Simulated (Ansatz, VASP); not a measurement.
**C: VASP beside Ansatz**

```xyz
2
Lattice="0.0000 1.7834 1.7834 1.7834 0.0000 1.7834 1.7834 1.7834 0.0000" Properties=species:S:1:pos:R:3 pbc="T T T"
C     2.6751    2.6751    2.6751
C     1.7834    1.7834    1.7834
```

Alike in both runs: functional PBEsol; k mesh 7 × 7 × 7; occupations fermi-dirac, width 0.05 eV; no spin polarisation.

|  | VASP | Ansatz |
| --- | --- | --- |
| version | VASP 6.6.1 | Ansatz 0.2.0 |
| potentials or method | VASP PAW PBE potentials, release 64 (C_h) | Ansatz PAW |
| plane-wave cutoff (eV) | 910 | 420 |
| valence electrons in the cell | 8 | 8 |
| task | single point | projected density of states |

|  | VASP | Ansatz | Ansatz less VASP |
| --- | --- | --- | --- |
| gap on the k mesh at the Fermi level (eV) | 4.12 | 4.13 | +0.002 |
| least direct gap on the mesh (eV) | 5.54 | 5.54 | -0.005 |

VASP's potentials were made for PBE, not for PBEsol.

The k mesh is coarse, so the values compare programs but aren't converged. Noted on VASP's run: the cutoff is short for stress, so the pressure is rough. Noted on Ansatz's run: Pulay correction over one GPa; odd divisions of the mesh miss points on the zone boundary, where band edges often lie, so the gap on the mesh can be too wide.
